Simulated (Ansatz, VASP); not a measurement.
# Two plane-wave programs on Be3Te4

```
Be Te
1.0
     3.23021    1.86496    6.74857
    -3.23021    1.86496    6.74857
     0.00000   -3.72992    6.74857
Be Te
3 4
Cartesian
  1.2535 -0.7237 17.4766
  0.0000 1.4474 17.4766
  -1.2535 -0.7237 17.4766
  0.0000 0.0000 3.1194
  1.5720 -0.9076 12.4276
  0.0000 1.8152 12.4276
  -1.5720 -0.9076 12.4276
```

Alike in both runs: functional PBE; k mesh 3 × 3 × 3; occupations gaussian, width 0.2 eV; no spin polarisation.

Ansatz relaxed the structure, and its values are those at the end. VASP's run is a single point on that final structure, the one shown.

|  | VASP | Ansatz |
| --- | --- | --- |
| version | VASP 6.6.1 | Ansatz 0.2.0 |
| potentials or method | VASP PAW PBE potentials, release 64 (Be, Te), cutoff 600 eV | scalar-relativistic, plane waves, PAW |
| valence electrons in the cell | 30 | 70 |

|  | VASP | Ansatz | Ansatz less VASP |
| --- | --- | --- | --- |
| gap on the k mesh at the Fermi level (eV) | none | none | - |
| pressure (GPa) | 0.2 | 0.1 | -0.06 |
| rms of the force components (eV/Å) | 0.032 | 0.040 | +0.0083 |

A gap of «none» marks a metal or a gap that the smearing closes. VASP's potentials hold 30 valence electrons a cell and Ansatz's 70, so a difference there can come from the potentials and not from the codes.

The k mesh is coarse, so the values compare programs but aren't converged. Neither program's run includes spin-orbit coupling.
